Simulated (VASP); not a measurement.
Input of a VASP 6.6.1 run:

Contents of INCAR:

```
SYSTEM = Si
PREC = Accurate ; ENCUT = 520
EDIFF = 1E-7 ; ISMEAR = 0
SIGMA = 0.1 ; LREAL = .False.
LASPH = .True. ; NELM = 60
ALGO = Fast ; ISIF = 2
LWAVE = .False. ; LCHARG = .False.
LDIPOL = .True. ; IDIPOL = 3
DIPOL = 0.5 0.5 0.500 ; GGA = PS
IBRION = 2 ; NSW = 60
EDIFFG = -0.04 ; KPAR = 4
```

Contents of KPOINTS:

```
regular mesh
0
Gamma
  7 5 1
  0 0 0
```

The input POSCAR:

```
Si
1.0
    3.8402545000      0.0000000000      0.0000000000
    0.0000000000      5.4309400000      0.0000000000
    0.0000000000      0.0000000000     27.6006362294
Si
12
Selective dynamics
Direct
    0.5000000000      0.0000000000      0.3260794398  F F F
    0.0000000000      0.2500000000      0.3260794398  F F F
    0.0000000000      0.5000000000      0.3956476599  F F F
    0.5000000000      0.7500000000      0.3956476599  F F F
    0.5000000000      0.0000000000      0.4652158900  F F F
    0.0000000000      0.2500000000      0.4652158900  F F F
    0.0000000000      0.5000000000      0.5347841100  T T T
    0.5000000000      0.7500000000      0.5347841100  T T T
    0.5000000000      0.0000000000      0.6043523401  T T T
    0.0000000000      0.2500000000      0.6043523401  T T T
    0.0000000000      0.5000000000      0.6739205602  T T T
    0.5000000000      0.7500000000      0.6739205602  T T T
```

Potentials or basis: VASP PAW PBE potentials, release 64 (Si).

Launch:

```sh
$ cat potpaw_PBE.64/Si/POTCAR > POTCAR
$ mpirun -np 4 vasp_std > vasp.out
```

Task: Predict the energy gained by relaxing.

Result: 7.1 meV/atom.

Task: Estimate the band gap on the k mesh.

Result: Zero (bands 24 and 25 overlap by 0.34 eV).

Step by step:
```csv
step,energy change (eV),largest force on free atoms (eV/Å),pressure (GPa)
1,0.0000,0.5583,-0.57
2,-0.0304,0.3569,-0.51
3,-0.0446,0.3075,-0.42
4,-0.0618,0.1841,-0.33
5,-0.0646,0.2516,-0.28
6,-0.0728,0.1064,-0.23
7,-0.0741,0.1058,-0.20
8,-0.0761,0.0572,-0.17
9,-0.0768,0.1127,-0.14
10,-0.0784,0.1052,-0.12
11,-0.0821,0.0828,-0.05
12,-0.0841,0.1531,0.11
13,-0.0850,0.1084,0.13
14,-0.0855,0.0490,0.16
15,-0.0856,0.0373,0.15
```

Caveat: the PAW data sets were made with another functional, which shifts forces and pressure a little.
